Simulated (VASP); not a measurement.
# TaAs (P6_3mc) in VASP: further runs

The runs below take TaAs through single point, relaxation of cell and atoms, with PBE.

Everything below comes from runs of VASP 6.6.1. Logs are shortened: lines on timing, memory, paths and dates and some standing lists are left out, and cuts for length are marked.

### 1 The cell of the first run

It takes space group P6_3mc (No. 186, hexagonal). The conventional cell has a = 3.749 Å, b = 3.749 Å, c = 6.003 Å, α = 90.00°, β = 90.00°, γ = 120.00°. Ta (site symmetry 3m) has 4 As at 2.28 to 2.29 Å within 3.0 Å. As (site symmetry 3m) has 4 Ta at 2.28 to 2.29 Å within 3.0 Å.

### 2 Single point, PBE

The input, INCAR:

```
PREC = Accurate ; ENCUT = 520
EDIFF = 1E-6 ; ISMEAR = 0
SIGMA = 0.1 ; LREAL = F
LASPH = T ; NELM = 60
ALGO = Normal ; ISIF = 2
LWAVE = F ; LCHARG = F
GGA = PE ; NBANDS = 24
```

The input, KPOINTS:

```
regular mesh
0
Gamma
  6 6 4
```

The input, POSCAR:

```
TaAs
1.0
    3.7485300717      0.0000000000      0.0000000000
   -1.8742650358      3.2463222689      0.0000000000
    0.0000000000      0.0000000000      6.0031416408
Ta As
2 2
Direct
    0.3333333333      0.6666666667      0.0000000000
    0.6666666667      0.3333333333      0.5000000000
    0.3333333333      0.6666666667      0.3821000000
    0.6666666667      0.3333333333      0.8821000000
```

Potentials or basis: VASP PAW PBE potentials, release 64 (Ta_pv, As).

Started as:

```
> cat potpaw_PBE.64/Ta_pv/POTCAR potpaw_PBE.64/As/POTCAR > POTCAR
> mpirun -np 1 vasp_std > vasp.out
```

OUTCAR:

```text
PREC = Accurate
   ENCUT = 520
   EDIFF = 1E-6
   ISMEAR = 0
   LREAL = F
   LASPH = T
   NELM = 60
   ISIF = 2
   GGA = PE

 ion  position               nearest neighbor table
   1  0.333  0.667  0.000-   4 2.28   4 2.28   4 2.28   3 2.29
   2  0.667  0.333  0.500-   3 2.28   3 2.28   3 2.28   4 2.29
   3  0.333  0.667  0.382-   2 2.28   2 2.28   2 2.28   1 2.29
   4  0.667  0.333  0.882-   1 2.28   1 2.28   1 2.28   2 2.29

  LATTYP: Found a hexagonal cell.
 ALAT       =     3.7485300717
 C/A-ratio  =     1.6014655147

  Lattice vectors:

 A1 = (   3.7485300717,   0.0000000000,   0.0000000000)
 A2 = (  -1.8742650358,   3.2463222689,   0.0000000000)
 A3 = (   0.0000000000,   0.0000000000,   6.0031416408)

Analysis of symmetry for initial positions (statically):
=====================================================================
 Subroutine PRICEL returns:
 Original cell was already a primitive cell.

 Routine SETGRP: Setting up the symmetry group for a
 hexagonal supercell.

 Subroutine GETGRP returns: Found 12 space group operations
 (whereof  6 operations were pure point group operations)
 out of a pool of 24 trial point group operations.

The static configuration has the point symmetry C_3v.
 The point group associated with its full space group is C_6v.

Analysis of symmetry for dynamics (positions and initial velocities):
=====================================================================
 Subroutine PRICEL returns:
 Original cell was already a primitive cell.

 Routine SETGRP: Setting up the symmetry group for a
 hexagonal supercell.

 Subroutine GETGRP returns: Found 12 space group operations
 (whereof  6 operations were pure point group operations)
 out of a pool of 24 trial point group operations.

The dynamic configuration has the point symmetry C_3v.
 The point group associated with its full space group is C_6v.

 Subroutine INISYM returns: Found 12 space group operations
 (whereof  6 operations are pure point group operations),
 and found     1 'primitive' translations

----------------------------------------------------------------------------------------

                                     Primitive cell

  volume of cell :      73.0519

  direct lattice vectors                    reciprocal lattice vectors
     3.748530072  0.000000000  0.000000000     0.266771236  0.154020445  0.000000000
[... 78 lines left out ...]
   ISTART =      0    job   : 0-new  1-cont  2-samecut
   ICHARG =      2    charge: 1-file 2-atom 10-const
   ISPIN  =      1    spin polarized calculation?
   LNONCOLLINEAR =      F non collinear calculations
   LSORBIT =      F    spin-orbit coupling
   LASPH  =      T    aspherical Exc in radial PAW
   ENCUT  =  520.0 eV  38.22 Ry    6.18 a.u.   6.97  6.97 11.16*2*pi/ulx,y,z
   NELM   =     60;   NELMIN=  2; NELMDL= -5     # of ELM steps
   EDIFF  = 0.1E-05   stopping-criterion for ELM
   LREAL  =      F    real-space projection
[... 7 lines left out ...]
   TEBEG  =    0.0;   TEEND  =   0.0 temperature during run
   PSTRESS=    0.0 pullay stress
   NELECT =      32.0000    total number of electrons
   NUPDOWN=      -1.0000    fix difference up-down
   EMIN   =  10.00;   EMAX   =-10.00  energy-range for DOS
   EFERMI =   0.00;   METHOD = LEGACY
   ISMEAR =     0;   SIGMA  =   0.10  broadening in eV -4-tet -1-fermi 0-gaus
   EFERMI_NEDOS =   21; number of points for ismear=-14 and -15
   IALGO  =     38    algorithm
   IMIX   =      4    mixing-type and parameters
     AMIX     =   0.40;   BMIX     =  1.00
     AMIX_MAG =   1.60;   BMIX_MAG =  1.00
  volume/ion in A,a.u.               =      18.26       123.24
  Fermi-wavevector in a.u.,A,eV,Ry     =   1.243315  2.349524 21.032315  1.545832
  Thomas-Fermi vector in A             =   2.377631
   LORBIT       =      0    0 simple, 1 ext, 2 COOP (PROOUT), +10 PAW based schemes
   GGA     = PE    functional components
   LHFCALC =     F    Hartree Fock is set to
   AEXX    =    0.0000 exact exchange contribution
   IVDW    =     0    specifies the selected vdW correction
   LEPSILON=     F    determine dielectric tensor
   LRPA    =     F    only Hartree local field effects (RPA)
 non-spin polarized calculation
 Gauss-broadening in eV      SIGMA  =   0.10
  energy-cutoff  :      520.00
  volume of cell :       73.05
 maximum number of plane-waves:      1978
 NGX is ok and might be reduce to    28
   NGX = 13   NGY = 13   NGZ = 23

 number of electron      31.9999998 magnetization

 Free energy of the ion-electron system (eV)
  ---------------------------------------------------
  ext. energy  EPLUGINS =         0.00000000
  ---------------------------------------------------
  free energy    TOTEN  =       -27.29675959 eV

  energy without entropy =      -27.28532039  energy(sigma->0) =      -27.29103999

 E-fermi :   6.4132     XC(G=0): -11.3552

 val. band max:        6.3642075271   @ k =   0.5000   0.0000   0.5000
 cond. band min:       6.4282900280   @ k =   0.1667   0.1667   0.0000
 fundamental gap:      0.0640825009
 Fermi energy:         6.4131593832

 k-point     1 :       0.0000    0.0000    0.0000
  band No.  band energies     occupation
      1     -28.4570      2.00000
      2     -28.2982      2.00000
      3     -28.2982      2.00000
      4     -28.2668      2.00000
      5     -28.2668      2.00000
      6     -28.2633      2.00000
[... 556 lines left out ...]
     23      10.8462      0.00000
     24      10.8462      0.00000

------------------------ aborting loop because EDIFF is reached ----------------------------------------

  FORCE on cell =-STRESS in cart. coord.  units (eV):
  Direction    XX          YY          ZZ          XY          YZ          ZX
  --------------------------------------------------------------------------------------
  -------------------------------------------------------------------------------------
  Total       26.2105648     26.2105648     23.4651964      0.0000000      0.0000000      0.0000000
  in kB      574.8515966    574.8515966    514.6400201      0.0000000      0.0000000      0.0000000
  external PRESSURE =     554.7810711 kB  Pullay stress =       0.0000000 kB

 VOLUME and BASIS-vectors are now :
 -----------------------------------------------------------------------------
  energy-cutoff  :      520.00
  volume of cell :       73.05
      direct lattice vectors                 reciprocal lattice vectors
     3.748530072  0.000000000  0.000000000     0.266771236  0.154020445  0.000000000
    -1.874265036  3.246322269  0.000000000     0.000000000  0.308040890  0.000000000
     0.000000000  0.000000000  6.003141641     0.000000000  0.000000000  0.166579445

 POSITION                                       TOTAL-FORCE (eV/Angst)
 -----------------------------------------------------------------------------------
     -0.00000      2.16421      0.00000         0.000000      0.000000      0.525427
      1.87427      1.08211      3.00157        -0.000000     -0.000000      0.525427
     -0.00000      2.16421      2.29380        -0.000000      0.000000     -0.525427
      1.87427      1.08211      5.29537         0.000000      0.000000     -0.525427
 -----------------------------------------------------------------------------------
    total drift:                               -0.000000     -0.000000     -0.000889

  FREE ENERGIE OF THE ION-ELECTRON SYSTEM (eV)
  ---------------------------------------------------
  free  energy   TOTEN  =       -27.2967595909 eV

  energy  without entropy=      -27.2853203859  energy(sigma->0) =      -27.29103999
```

stdout:

```text
POSCAR found type information on POSCAR TaAs
 POSCAR found :  2 types and       4 ions
 scaLAPACK will be used
 LDA part: xc-table for (Slater+PW92), standard interpolation
 POSCAR, INCAR and KPOINTS ok, starting setup
 FFT: planning ... GRIDC
 FFT: planning ... GRID_SOFT
 FFT: planning ... GRID
 WAVECAR not read
 entering main loop
```

Run time: 17 s. Hardware: 1 thread of Intel Xeon 6975P-C (Granite Rapids), shared host; peak memory 0.19 GiB.

Results:

- Free energy: -27.2968 eV
- Pressure: 55.5 GPa
- Largest force: 0.525 eV/Å
- Band gap on the k mesh: zero (bands 16 and 17 overlap by 1.09 eV)

Forces on the atoms (eV/Å):
```
Ta   0.000  0.000  0.525
Ta   0.000  0.000  0.525
As   0.000  0.000 -0.525
As   0.000  0.000 -0.525
```

Stress tensor (GPa, compression positive):
```
57.49  0.00  0.00
 0.00 57.49  0.00
 0.00  0.00 51.46
```

Caveat: the stress differs along the axes, from 51 to 57 GPa; spin-orbit coupling is left out, which moves the levels of the heavy elements.

### 3 Single point, PBE

This run uses another cell than the first one, of 20.60 Å³/atom.

The input, INCAR:

```
SYSTEM = TaAs
ALGO = Normal
EDIFF = 1E-6
ENCUT = 520
GGA = PE
ISIF = 2
ISMEAR = 0
LASPH = .TRUE.
LCHARG = .TRUE.
LELF = .TRUE.
LREAL = .FALSE.
LVHAR = .TRUE.
LWAVE = .FALSE.
NBANDS = 24
NELM = 80
PREC = Accurate
SIGMA = 0.1
```

The input, KPOINTS:

```
k-points
0
G
  6 6 4
  0 0 0
```

The input, POSCAR:

```
TaAs
1.0
    3.3569241406      0.0000000000      0.0000000000
   -1.6784620703      2.9071815843      0.0000000000
    0.0000000000      0.0000000000      8.4420953407
Ta As
2 2
Direct
    0.3333333333      0.6666666667      0.0408332297
    0.6666666667      0.3333333333      0.5408332297
    0.3333333333      0.6666666667      0.3412667703
    0.6666666667      0.3333333333      0.8412667703
```

Potentials or basis: VASP PAW PBE potentials, release 64 (Ta_pv, As).

Started as:

```
> cat potpaw_PBE.64/Ta_pv/POTCAR potpaw_PBE.64/As/POTCAR > POTCAR
> mpirun -np 1 vasp_std > vasp.out
```

Run time: 24 s. Hardware: 1 thread of Intel Xeon 6975P-C (Granite Rapids), shared host; peak memory 0.22 GiB.

It converged, with:

* Free energy: -32.0221 eV
* Pressure: 0.3 GPa
* Largest force: 0.017 eV/Å
* Band gap on the k mesh: zero (bands 16 and 17 overlap by 0.16 eV)

Forces on the atoms (eV/Å):
```
Ta   0.000  0.000  0.017
Ta   0.000  0.000  0.017
As   0.000  0.000 -0.017
As   0.000  0.000 -0.017
```

Stress tensor (GPa, compression positive):
```
0.19 0.00 0.00
0.00 0.19 0.00
0.00 0.00 0.53
```

Levels at points of the mesh, in eV from the Fermi level:
```
           k point  band 12  band 13  band 14  band 15  band 16  band 17  band 18  band 19  band 20  band 21
(0.00, 0.00, 0.00)    -0.88    -0.88    -0.82    -0.55    -0.55     1.00     1.00     1.72     1.72     3.97
(0.50, 0.00, 0.00)    -3.11    -1.63    -1.61    -0.67    -0.36     0.23     1.18     2.46     3.57     3.65
(0.00, 0.00, 0.50)    -0.78    -0.73    -0.73    -0.73    -0.73     1.30     1.30     1.30     1.30     4.98
(0.50, 0.00, 0.50)    -3.36    -1.27    -1.27    -1.14    -1.14     0.87     0.87     3.50     3.50     4.20
```

Caveat: the k points lie up to 0.36 Å⁻¹ apart; spin-orbit coupling is left out, which moves the levels of the heavy elements.

(Continued in part 2 of 2.)

The gap in the log of VASP goes by the Fermi energy; the results here count the filled bands.